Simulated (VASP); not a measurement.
# CuI (Marshite) (F-43m) in VASP: settings compared, part 2 of 2

VASP 6.6.1.

**3. Single point, PBE**

File INCAR:

```
PREC = Accurate
ENCUT = 520
EDIFF = 1E-7
ISMEAR = 0
SIGMA = 0.024
LREAL = False
LASPH = True
NELM = 60
ALGO = Normal
ISIF = 2
LWAVE = False
LCHARG = False
GGA = PE
NBANDS = 16
```

File KPOINTS:

```
regular mesh
0
Gamma
  8 8 8
```

File POSCAR:

```
CuI
1.0
    0.0000000000      3.0315000000      3.0315000000
    3.0315000000      0.0000000000      3.0315000000
    3.0315000000      3.0315000000      0.0000000000
I Cu
1 1
Direct
    0.0000000000      0.0000000000      0.0000000000
    0.7500000000      0.7500000000      0.7500000000
```

Potentials or basis: VASP PAW PBE potentials, release 64 (I, Cu).

The run is started by

```bash
$ cat potpaw_PBE.64/I/POTCAR potpaw_PBE.64/Cu/POTCAR > POTCAR
$ mpirun -np 1 vasp_std > vasp.out
```

OUTCAR:

```text
PREC = Accurate
   ENCUT = 520
   EDIFF = 1E-7
   ISMEAR = 0
   LREAL = False
   LASPH = True
   NELM = 60
   ISIF = 2
   GGA = PE

 ion  position               nearest neighbor table
   1  0.000  0.000  0.000-   2 2.63   2 2.63   2 2.63   2 2.63
   2  0.750  0.750  0.750-   1 2.63   1 2.63   1 2.63   1 2.63

  LATTYP: Found a face centered cubic cell.
 ALAT       =     6.0630000000

  Lattice vectors:

 A1 = (   0.0000000000,   3.0315000000,   3.0315000000)
 A2 = (   3.0315000000,   0.0000000000,   3.0315000000)
 A3 = (   3.0315000000,   3.0315000000,   0.0000000000)

Analysis of symmetry for initial positions (statically):
=====================================================================
 Subroutine PRICEL returns:
 Original cell was already a primitive cell.

 Routine SETGRP: Setting up the symmetry group for a
 face centered cubic supercell.

 Subroutine GETGRP returns: Found 24 space group operations
 (whereof 24 operations were pure point group operations)
 out of a pool of 48 trial point group operations.

The static configuration has the point symmetry T_d .

Analysis of symmetry for dynamics (positions and initial velocities):
=====================================================================
 Subroutine PRICEL returns:
 Original cell was already a primitive cell.

 Routine SETGRP: Setting up the symmetry group for a
 face centered cubic supercell.

 Subroutine GETGRP returns: Found 24 space group operations
 (whereof 24 operations were pure point group operations)
 out of a pool of 48 trial point group operations.

The dynamic configuration has the point symmetry T_d .

 Subroutine INISYM returns: Found 24 space group operations
 (whereof 24 operations are pure point group operations),
 and found     1 'primitive' translations

----------------------------------------------------------------------------------------

                                     Primitive cell

  volume of cell :      55.7189
[... 102 lines left out ...]
   EMIN   =  10.00;   EMAX   =-10.00  energy-range for DOS
   EFERMI =   0.00;   METHOD = LEGACY
   ISMEAR =     0;   SIGMA  =   0.02  broadening in eV -4-tet -1-fermi 0-gaus
   EFERMI_NEDOS =   21; number of points for ismear=-14 and -15
   IALGO  =     38    algorithm
   IMIX   =      4    mixing-type and parameters
     AMIX     =   0.40;   BMIX     =  1.00
     AMIX_MAG =   1.60;   BMIX_MAG =  1.00
  volume/ion in A,a.u.               =      27.86       188.00
  Fermi-wavevector in a.u.,A,eV,Ry     =   1.123306  2.122741 17.168055  1.261816
  Thomas-Fermi vector in A             =   2.259971
   LORBIT       =      0    0 simple, 1 ext, 2 COOP (PROOUT), +10 PAW based schemes
   GGA     = PE    functional components
   LHFCALC =     F    Hartree Fock is set to
   AEXX    =    0.0000 exact exchange contribution
   IVDW    =     0    specifies the selected vdW correction
   LEPSILON=     F    determine dielectric tensor
   LRPA    =     F    only Hartree local field effects (RPA)
 non-spin polarized calculation
 Gauss-broadening in eV      SIGMA  =   0.02
  energy-cutoff  :      520.00
  volume of cell :       55.72
 maximum number of plane-waves:      1524
   NGX = 15   NGY = 15   NGZ = 15

 number of electron      18.0000014 magnetization

 Free energy of the ion-electron system (eV)
  ---------------------------------------------------
  ext. energy  EPLUGINS =         0.00000000
  ---------------------------------------------------
  free energy    TOTEN  =        -5.56198062 eV

  energy without entropy =       -5.56198062  energy(sigma->0) =       -5.56198062

 E-fermi :   4.5485     XC(G=0):  -8.9370

 val. band max:        4.4302109728   @ k =   0.0000   0.0000   0.0000
 cond. band min:       5.5737170228   @ k =   0.0000   0.0000   0.0000
 fundamental gap:      1.1435060500
 Fermi energy:         4.5485243584

 k-point     1 :       0.0000    0.0000    0.0000
  band No.  band energies     occupation
      1      -9.5797      2.00000
      2       0.7919      2.00000
      3       0.7919      2.00000
      4       0.7919      2.00000
      5       2.5795      2.00000
      6       2.5795      2.00000
[... 433 lines left out ...]
      3       0.2535      2.00000
      4       0.7652      2.00000
      5       2.5157      2.00000
      6       2.5908      2.00000
[... 8 lines left out ...]
     15      15.1787      0.00000
     16      15.7351      0.00000

 [... further k-points ...]
[... 5 lines left out ...]
  --------------------------------------------------------------------------------------
  -------------------------------------------------------------------------------------
  Total        0.1167499      0.1167499      0.1167499      0.0000000      0.0000000     -0.0000000
  in kB        3.3571021      3.3571021      3.3571021      0.0000000      0.0000000     -0.0000000
  external PRESSURE =       3.3571021 kB  Pullay stress =       0.0000000 kB

 VOLUME and BASIS-vectors are now :
 -----------------------------------------------------------------------------
  energy-cutoff  :      520.00
  volume of cell :       55.72
      direct lattice vectors                 reciprocal lattice vectors
     0.000000000  3.031500000  3.031500000    -0.164934851  0.164934851  0.164934851
     3.031500000  0.000000000  3.031500000     0.164934851 -0.164934851  0.164934851
     3.031500000  3.031500000  0.000000000     0.164934851  0.164934851 -0.164934851

 POSITION                                       TOTAL-FORCE (eV/Angst)
 -----------------------------------------------------------------------------------
      0.00000      0.00000      0.00000         0.000000      0.000000      0.000000
      4.54725      4.54725      4.54725        -0.000000     -0.000000     -0.000000
 -----------------------------------------------------------------------------------
    total drift:                               -0.000001     -0.000001     -0.000001

  FREE ENERGIE OF THE ION-ELECTRON SYSTEM (eV)
  ---------------------------------------------------
  free  energy   TOTEN  =        -5.5619806249 eV

  energy  without entropy=       -5.5619806249  energy(sigma->0) =       -5.56198062
```

stdout:

```text
POSCAR found type information on POSCAR I Cu
 POSCAR found :  2 types and       2 ions
 scaLAPACK will be used
 LDA part: xc-table for (Slater+PW92), standard interpolation
 POSCAR, INCAR and KPOINTS ok, starting setup
 FFT: planning ... GRIDC
 FFT: planning ... GRID_SOFT
 FFT: planning ... GRID
 WAVECAR not read
 entering main loop
```

Run time: 14 s. Hardware: 1 thread of Intel Xeon 6975P-C (Granite Rapids), shared host; peak memory 0.18 GiB.

What came out:

- Free energy: -5.5620 eV
- Pressure: 0.3 GPa
- Band gap on the k mesh: 1.14 eV, direct

Levels at points of the mesh, in eV from the valence-band top:
| k point | band 6 | band 7 | band 8 | band 9 | band 10 | band 11 | band 12 | band 13 |
| --- | --- | --- | --- | --- | --- | --- | --- | --- |
| (0.00, 0.00, 0.00) | -1.85 | 0.00 | 0.00 | 0.00 | 1.14 | 4.87 | 4.87 | 4.87 |
| (0.50, 0.00, 0.00) | -1.82 | -1.78 | -0.71 | -0.71 | 2.16 | 5.41 | 5.41 | 7.40 |
| (0.50, 0.50, 0.00) | -1.79 | -1.76 | -1.50 | -1.50 | 2.72 | 2.91 | 9.19 | 9.76 |

Caveat: spin-orbit coupling is left out, which moves the levels of the heavy elements.

**4. Relaxation of cell and atoms, PBEsol+D4**

File INCAR:

```
SYSTEM = CuI
PREC     = Accurate       ! precision mode
ENCUT    = 600            ! plane-wave cutoff, eV
EDIFF    = 1E-7           ! SCF threshold, eV
ISMEAR   = -1             ! smearing method
SIGMA    = 0.05           ! smearing width, eV
LREAL    = .False.        ! projectors in reciprocal space
LASPH    = .True.         ! aspherical terms in the spheres
NELM     = 60             ! most SCF steps
ALGO     = Normal         ! electronic algorithm
ISIF     = 3              ! what is computed and relaxed
LWAVE    = .False.        ! write WAVECAR
LCHARG   = .False.        ! write CHGCAR
GGA      = PS             ! functional
IVDW     = 13             ! dispersion correction
IBRION   = 2              ! ionic algorithm
NSW      = 60             ! ionic steps
EDIFFG   = -0.01          ! ionic threshold
```

File KPOINTS:

```
Automatic mesh
0
Gamma
  8 8 8
  0 0 0
```

POSCAR is that of step 3.

The run is started by

```bash
$ cat potpaw_PBE.64/I/POTCAR potpaw_PBE.64/Cu/POTCAR > POTCAR
$ mpirun -np 1 vasp_std > vasp.out
```

Run time: 55 s. Hardware: 1 thread of Intel Xeon 6975P-C (Granite Rapids), shared host; peak memory 0.22 GiB.

It converged, with:

```
Free energy                            : -6.7793 eV
Relaxed volume                         : 25.61 Å³/atom
Relaxed cell                           : a = 4.168 Å, b = 4.168 Å, c = 4.168 Å, α = 60.00°, β = 60.00°, γ = 60.00°
Space group after relaxing (to 0.05 Å) : F-43m (No. 216)
Energy gained by relaxing              : 28.0 meV/atom
Ionic steps                            : 3
Pressure after relaxing                : 0.0 GPa
Band gap on the k mesh                 : 1.26 eV, direct
Dispersion energy per atom             : -0.232 eV
```

Step by step:
```tsv
step	energy change (eV)	largest force (eV/Å)	pressure (GPa)	volume (Å³)
1	0.0000	0.0000	-3.61	55.72
2	-0.0554	0.0000	0.46	50.81
3	-0.0559	0.0000	-0.02	51.21
```

Final structure:
```cif
data_structure
_symmetry_space_group_name_H-M 'P 1'
_symmetry_Int_Tables_number 1
_cell_length_a 4.1684
_cell_length_b 4.1684
_cell_length_c 4.1684
_cell_angle_alpha 60.000
_cell_angle_beta 60.000
_cell_angle_gamma 60.000
_cell_volume 51.21
loop_
_atom_site_label
_atom_site_type_symbol
_atom_site_fract_x
_atom_site_fract_y
_atom_site_fract_z
_atom_site_occupancy
I1 I 0.00000 0.00000 0.00000 1
Cu1 Cu 0.75000 0.75000 0.75000 1
```

Levels at points of the mesh, in eV from the valence-band top:
```tsv
k point	band 7	band 8	band 9	band 10	band 11	band 12
(0.00, 0.00, 0.00)	0.00	0.00	0.00	1.26	4.73	4.73
(0.50, 0.00, 0.00)	-2.17	-0.86	-0.86	2.15	5.29	5.29
(0.50, 0.50, 0.00)	-2.15	-1.83	-1.83	2.43	2.78	9.69
```

Caveat: the PAW data sets were made with another functional, which shifts forces and pressure a little; spin-orbit coupling is left out, which moves the levels of the heavy elements.

**5. Overview**

```tsv
task	level	cell	cutoff (eV)	smearing	gap on the mesh (eV)	pressure (GPa)
single point	PBE	as given	520	gaussian 0.019 eV	1.14	0.7
single point	PBE	as given	520	gaussian 0.024 eV	1.14	0.3
relaxation of cell and atoms	PBEsol+D4	relaxed	600	fermi-dirac 0.05 eV	1.26	0.0
```

Alike in all rows: potentials or basis VASP PAW PBE potentials, release 64 (I, Cu); no spin polarisation; k mesh 8 × 8 × 8.

Caveats: spin-orbit coupling is left out, which moves the levels of the heavy elements; the PAW data sets were made with another functional, which shifts forces and pressure a little (some runs).

Absolute energies hang on the potentials; compare differences alone.
